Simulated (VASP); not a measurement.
# Ce (Im-3m) in VASP: single point with PBE

Aim: the single point of Ce with PBE.

All numbers are computed with VASP 6.6.1; they aren't measurements. Logs are shortened: lines on timing, memory, paths and dates and some standing lists are left out, and cuts for length are marked.

## 1. The cell of the first run

It takes space group Im-3m (No. 229, cubic). The conventional cell has a = 4.095 Å, b = 4.095 Å, c = 4.095 Å, α = 90.00°, β = 90.00°, γ = 90.00°. Ce (site symmetry m-3m) has 14 Ce at 3.55 to 4.10 Å within 4.7 Å.

## 2. Single point, PBE, collinear spin, ferromagnetic start

Contents of INCAR:

```
SYSTEM = Ce
ALGO = Fast ; EDIFF = 1E-6
ENCUT = 520 ; GGA = PE
ISIF = 2 ; ISMEAR = 0
ISPIN = 2 ; LASPH = .True.
LCHARG = .True. ; LELF = .True.
LMAXMIX = 6 ; LORBIT = 11
LREAL = .False. ; LVHAR = .True.
LWAVE = .False. ; MAGMOM = 1
NBANDS = 16 ; NELM = 150
PREC = Accurate ; SIGMA = 0.05
```

Contents of KPOINTS:

```
k-points
0
Gamma
  14 14 14
  0 0 0
```

Contents of POSCAR:

```
Ce
1.0
   -2.0477468801      2.0477468801      2.0477468801
    2.0477468801     -2.0477468801      2.0477468801
    2.0477468801      2.0477468801     -2.0477468801
Ce
1
Direct
    0.0000000000      0.0000000000      0.0000000000
```

Potentials or basis: VASP PAW PBE potentials, release 64 (Ce).

The run is started by

```
$ cat potpaw_PBE.64/Ce/POTCAR > POTCAR
$ mpirun -np 1 vasp_std > vasp.out
```

OUTCAR:

```text
SYSTEM = Ce
   EDIFF = 1E-6
   ENCUT = 520
   GGA = PE
   ISIF = 2
   ISMEAR = 0
   ISPIN = 2
   LASPH = .True.
   LORBIT = 11
   LREAL = .False.
   NELM = 150
   PREC = Accurate

 ion  position               nearest neighbor table
   1  0.000  0.000  0.000-

  LATTYP: Found a body centered cubic cell.
 ALAT       =     4.0954937602

  Lattice vectors:

 A1 = (  -2.0477468801,   2.0477468801,   2.0477468801)
 A2 = (   2.0477468801,  -2.0477468801,   2.0477468801)
 A3 = (   2.0477468801,   2.0477468801,  -2.0477468801)

Analysis of symmetry for initial positions (statically):
=====================================================================
 Subroutine PRICEL returns:
 Original cell was already a primitive cell.

 Routine SETGRP: Setting up the symmetry group for a
 body centered cubic supercell.

 Subroutine GETGRP returns: Found 48 space group operations
 (whereof 48 operations were pure point group operations)
 out of a pool of 48 trial point group operations.

The static configuration has the point symmetry O_h .

Analysis of symmetry for dynamics (positions and initial velocities):
=====================================================================
 Subroutine PRICEL returns:
 Original cell was already a primitive cell.

 Routine SETGRP: Setting up the symmetry group for a
 body centered cubic supercell.

 Subroutine GETGRP returns: Found 48 space group operations
 (whereof 48 operations were pure point group operations)
 out of a pool of 48 trial point group operations.

The dynamic configuration has the point symmetry O_h .

Analysis of structural, dynamic, and magnetic symmetry:
=====================================================================
 Subroutine PRICEL returns:
 Original cell was already a primitive cell.

 Routine SETGRP: Setting up the symmetry group for a
 body centered cubic supercell.

 Subroutine GETGRP returns: Found 48 space group operations
 (whereof 48 operations were pure point group operations)
 out of a pool of 48 trial point group operations.

The overall configuration has the point symmetry O_h .

 Subroutine INISYM returns: Found 48 space group operations
 (whereof 48 operations are pure point group operations),
 and found     1 'primitive' translations

----------------------------------------------------------------------------------------

                                     Primitive cell

  volume of cell :      34.3470
[... 104 lines left out ...]
   IALGO  =     68    algorithm
   IMIX   =      4    mixing-type and parameters
     AMIX     =   0.40;   BMIX     =  1.00
     AMIX_MAG =   1.60;   BMIX_MAG =  1.00
  volume/ion in A,a.u.               =      34.35       231.78
  Fermi-wavevector in a.u.,A,eV,Ry     =   1.153026  2.178903 18.088513  1.329468
  Thomas-Fermi vector in A             =   2.289673
   LORBIT       =     11    0 simple, 1 ext, 2 COOP (PROOUT), +10 PAW based schemes
   GGA     = PE    functional components
   LHFCALC =     F    Hartree Fock is set to
   AEXX    =    0.0000 exact exchange contribution
   IVDW    =     0    specifies the selected vdW correction
   LEPSILON=     F    determine dielectric tensor
   LRPA    =     F    only Hartree local field effects (RPA)
 spin polarized calculation
 RMM-DIIS sequential band-by-band and
 Gauss-broadening in eV      SIGMA  =   0.05
  energy-cutoff  :      520.00
  volume of cell :       34.35
 maximum number of plane-waves:       947
   NGX = 13   NGY = 13   NGZ = 13

 number of electron      12.0000000 magnetization       0.0856953

 number of electron      12.0000000 magnetization      -0.0010519

 Free energy of the ion-electron system (eV)
  ---------------------------------------------------
  ext. energy  EPLUGINS =         0.00000000
  ---------------------------------------------------
  free energy    TOTEN  =        -5.56709468 eV

  energy without entropy =       -5.55923176  energy(sigma->0) =       -5.56316322

 E-fermi :   6.8127     XC(G=0): -10.0705

 val. band max:        6.8114325784   @ k =   0.3571   0.2143   0.0714
 cond. band min:       6.8174139917   @ k =   0.1429   0.1429   0.0000
 fundamental gap:      0.0059814133
 Fermi energy:         6.8126674528

 spin component 1

 k-point     1 :       0.0000    0.0000    0.0000
  band No.  band energies     occupation
      1     -27.9106      1.00000
      2      -9.9003      1.00000
      3      -9.9003      1.00000
      4      -9.9003      1.00000
      5       3.5724      1.00000
      6       6.8839      0.02197
[... 435 lines left out ...]
      5       6.0746      1.00000
      6       6.8266      0.34644
[... 8 lines left out ...]
     15      11.2653      0.00000
     16      11.7005      0.00000

 [... further k-points ...]

 spin component 2

 k-point     1 :       0.0000    0.0000    0.0000
  band No.  band energies     occupation
      1     -27.9117      1.00000
      2      -9.9012      1.00000
      3      -9.9012      1.00000
      4      -9.9012      1.00000
      5       3.5750      1.00000
      6       6.8820      0.02499
[... 435 lines left out ...]
      5       6.0777      1.00000
      6       6.8255      0.35851
[... 8 lines left out ...]
     15      11.2655      0.00000
     16      11.7006      0.00000

 [... further k-points ...]

------------------------ aborting loop because EDIFF is reached ----------------------------------------

  FORCE on cell =-STRESS in cart. coord.  units (eV):
  Direction    XX          YY          ZZ          XY          YZ          ZX
  --------------------------------------------------------------------------------------
  -------------------------------------------------------------------------------------
  Total       -1.0927463     -1.0927463     -1.0927463      0.0000000      0.0000000     -0.0000000
  in kB      -50.9731063    -50.9731063    -50.9731063      0.0000000      0.0000000     -0.0000000
  external PRESSURE =     -50.9731063 kB  Pullay stress =       0.0000000 kB

 VOLUME and BASIS-vectors are now :
 -----------------------------------------------------------------------------
  energy-cutoff  :      520.00
  volume of cell :       34.35
      direct lattice vectors                 reciprocal lattice vectors
    -2.047746880  2.047746880  2.047746880     0.000000000  0.244170803  0.244170803
     2.047746880 -2.047746880  2.047746880     0.244170803  0.000000000  0.244170803
     2.047746880  2.047746880 -2.047746880     0.244170803  0.244170803  0.000000000

 POSITION                                       TOTAL-FORCE (eV/Angst)
 -----------------------------------------------------------------------------------
      0.00000      0.00000      0.00000         0.000000     -0.000000      0.000000
 -----------------------------------------------------------------------------------
    total drift:                                0.000000     -0.000000     -0.000000

  FREE ENERGIE OF THE ION-ELECTRON SYSTEM (eV)
  ---------------------------------------------------
  free  energy   TOTEN  =        -5.5670946751 eV

  energy  without entropy=       -5.5592317625  energy(sigma->0) =       -5.56316322

 total charge

# of ion       s       p       d       f       tot
--------------------------------------------------
    1        2.085   5.611   0.975   0.984   9.655

 magnetization (x)

# of ion       s       p       d       f       tot
--------------------------------------------------
    1        0.000   0.000   0.001  -0.004  -0.002
```

stdout:

```text
POSCAR found type information on POSCAR Ce
 POSCAR found :  1 types and       1 ions
 scaLAPACK will be used
 LDA part: xc-table for (Slater+PW92), standard interpolation
 POSCAR, INCAR and KPOINTS ok, starting setup
 FFT: planning ... GRIDC
 FFT: planning ... GRID_SOFT
 FFT: planning ... GRID
 WAVECAR not read
 entering main loop
WARNING in EDDRMM: call to ZHEGV failed, returncode =   8  4     10
WARNING in EDDRMM: call to ZHEGV failed, returncode =   8  4     11
WARNING in EDDRMM: call to ZHEGV failed, returncode =   6  3     12
WARNING in EDDRMM: call to ZHEGV failed, returncode =   6  3     13
WARNING in EDDRMM: call to ZHEGV failed, returncode =   6  3     14
```

Run time: 4.6 min. Hardware: 1 thread of Oxide Virtual Turin-like, shared host; peak memory 0.22 GiB.

Results:

```
Free energy                                           : -5.5671 eV
Pressure                                              : -5.1 GPa
Band gap on the k mesh                                : zero (filled and empty bands overlap)
Net moment                                            : 0.00 μB per cell
Valence electrons inside the program's atomic spheres : Ce 9.65
```

Levels at points of the mesh, in eV from the Fermi level:
Spin up:
| k point | band 3 | band 4 | band 5 | band 6 | band 7 | band 8 | band 9 | band 10 |
| --- | --- | --- | --- | --- | --- | --- | --- | --- |
| (0.00, 0.00, 0.00) | -16.71 | -16.71 | -3.24 | 0.07 | 0.07 | 0.07 | 0.63 | 0.63 |
| (0.50, 0.00, 0.00) | -17.16 | -16.73 | -1.78 | -0.10 | 0.11 | 0.24 | 0.35 | 0.50 |
| (0.50, 0.50, 0.50) | -17.67 | -17.67 | -1.85 | -1.85 | 0.19 | 0.34 | 0.34 | 0.34 |
Spin down:
| k point | band 3 | band 4 | band 5 | band 6 | band 7 | band 8 | band 9 | band 10 |
| --- | --- | --- | --- | --- | --- | --- | --- | --- |
| (0.00, 0.00, 0.00) | -16.71 | -16.71 | -3.24 | 0.07 | 0.07 | 0.07 | 0.62 | 0.62 |
| (0.50, 0.00, 0.00) | -17.16 | -16.73 | -1.78 | -0.10 | 0.10 | 0.24 | 0.35 | 0.49 |
| (0.50, 0.50, 0.50) | -17.67 | -17.67 | -1.85 | -1.85 | 0.19 | 0.34 | 0.34 | 0.34 |

Caveat: the magnetic or orbital state may not be the lowest; spin-orbit coupling is left out, which moves the levels of the heavy elements.
